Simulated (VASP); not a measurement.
Here is a VASP 6.6.1 calculation.

Contents of INCAR:

```
PREC = Accurate
ENCUT = 600
EDIFF = 1E-6
ISMEAR = -1
SIGMA = 0.001
LREAL = F
LASPH = T
NELM = 120
ALGO = Normal
ISIF = 2
LWAVE = F
LCHARG = T
GGA = PE
LELF = T
LVHAR = T
NBANDS = 11
GGA_COMPAT = F
```

Contents of KPOINTS:

```
Automatic mesh
0
Gamma
  6 6 6
```

File POSCAR:

```
MgS
1.0
    0.0000000000      2.8308768389      2.8308768389
    2.8308768389      0.0000000000      2.8308768389
    2.8308768389      2.8308768389      0.0000000000
Mg S
1 1
Direct
    0.0000000000      0.0000000000      0.0000000000
    0.2500000000      0.2500000000      0.2500000000
```

Potentials or basis: VASP PAW PBE potentials, release 64 (Mg, S).

Launch:

```console
$ cat potpaw_PBE.64/Mg/POTCAR potpaw_PBE.64/S/POTCAR > POTCAR
$ mpirun -np 1 vasp_std > vasp.out
```

Task: What does it give for the band gap on the k mesh?

Result: 3.46 eV.

Task: Predict the pressure.

Result: 1.0 GPa.

A k mesh can miss the band edges.
